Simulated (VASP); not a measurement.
Write the native input for VASP 6.6.1 that does the following.

* Task: single point
* Functional: PBEsol
* Potentials or basis: VASP PAW PBE potentials, release 64 (Sr_sv, Hf_pv, Br)
* Cutoff: 520 eV
* k mesh: 4 × 4 × 4
* Occupations: fermi-dirac, width 0.05 eV
* Spin: no spin polarisation
* Dipole correction: no
* Further INCAR settings: ALGO = Normal; EDIFF = 1e-07; NBANDS = 41

The structure of SrHfBr6 lies in POSCAR:

```
SrHfBr6
1.0
   -0.4193721352      5.2916564519      5.2905720061
    4.8706642716      0.0018171789      4.8745067621
    4.8704440361      4.8714194383      0.0020170970
Sr Hf Br
1 1 6
Direct
    0.5081040685      0.5098953917      0.4989544594
    0.0081140270      0.0098874080     -0.0010473284
    0.7749320270      0.0592476233      0.4000688512
    0.2413063194      0.9605486220      0.5978260315
    0.2413144388      0.6088743380      0.2161647975
    0.7749149402      0.4108950689      0.7817338889
    0.2412334767      0.2270458301      0.9495246114
    0.7749894322      0.7927271414      0.0483910624
```

These files were run (other wordings do the same):

INCAR

```
  PREC = Accurate
  ENCUT = 520
  EDIFF = 1E-7
  ISMEAR = -1
  SIGMA = 0.05
  LREAL = False
  LASPH = True
  NELM = 80
  ALGO = Normal
  ISIF = 2
  LWAVE = False
  LCHARG = True
  GGA = PS
  LELF = True
  LVHAR = True
  NBANDS = 41
```

KPOINTS

```
regular mesh
0
Gamma
  4 4 4
```

Potentials or basis: VASP PAW PBE potentials, release 64 (Sr_sv, Hf_pv, Br).

Launch:

```console
$ cat potpaw_PBE.64/Sr_sv/POTCAR potpaw_PBE.64/Hf_pv/POTCAR potpaw_PBE.64/Br/POTCAR > POTCAR
$ mpirun -np 1 vasp_std > vasp.out
```

Results of the run:

```
Pressure               : -0.1 GPa
Largest force          : 0.056 eV/Å
Band gap on the k mesh : 3.13 eV, indirect (least direct gap 3.19 eV)
```

Caveat: the PAW data sets were made with another functional, which shifts forces and pressure a little; spin-orbit coupling is left out, which moves the levels of the heavy elements.

Run time: 12 min on 1 thread of Oxide Virtual Turin-like Processor, on a shared host, peak memory 0.57 GiB.
